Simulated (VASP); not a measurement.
Here is a VASP 6.6.1 calculation.

The input INCAR:

```
SYSTEM = CdS
  PREC = Accurate
  ENCUT = 630
  EDIFF = 1E-7
  ISMEAR = 0
  SIGMA = 0.1
  LREAL = .FALSE.
  LASPH = .TRUE.
  NELM = 120
  ALGO = Normal
  ISIF = 3
  LWAVE = .FALSE.
  LCHARG = .FALSE.
  GGA = PE
  IBRION = 2
  NSW = 90
  EDIFFG = -0.04
  GGA_COMPAT = .FALSE.
  NELMIN = 4
```

KPOINTS

```
regular mesh
0
G
  6 6 6
  0 0 0
```

File POSCAR:

```
CdS
1.0
   -1.8496469400      2.0764155000      3.4140901000
    1.8496469400     -2.0764155000      3.4140901000
    1.8496469400      2.0764155000     -3.4140901000
Cd S
1 1
Direct
    0.0000000000      0.0000000000      0.0000000000
    0.5000000000      0.0000000000      0.5000000000
```

Potentials or basis: VASP PAW PBE potentials, release 64 (Cd_sv_GW, S).

Command:

```bash
$ cat potpaw_PBE.64/Cd_sv_GW/POTCAR potpaw_PBE.64/S/POTCAR > POTCAR
$ mpirun -np 1 vasp_std > vasp.out
```

Q: Predict the band gap on the k mesh.

A: 0.17 eV (least direct gap 1.56 eV).

Q: Estimate the relaxed cell.

A: a = 3.868 Å, b = 3.868 Å, c = 3.868 Å, α = 119.98°, β = 90.79°, γ = 119.12°.

Q: What does it give for the space group after relaxing (to 0.1 Å)?

A: I4/mmm (No. 139).

Q: Estimate the relaxed volume.

A: 20.59 Å³/atom.

Stress tensor (GPa, compression positive):
```
 0.02  0.00  0.00
 0.00  0.03  0.00
 0.00  0.00 -0.25
```

Caveat: the volume moved by over 15 % at a fixed basis, so the end points are rough; semilocal functionals underestimate gaps, and a narrow one can read as zero. A k mesh can miss the band edges.
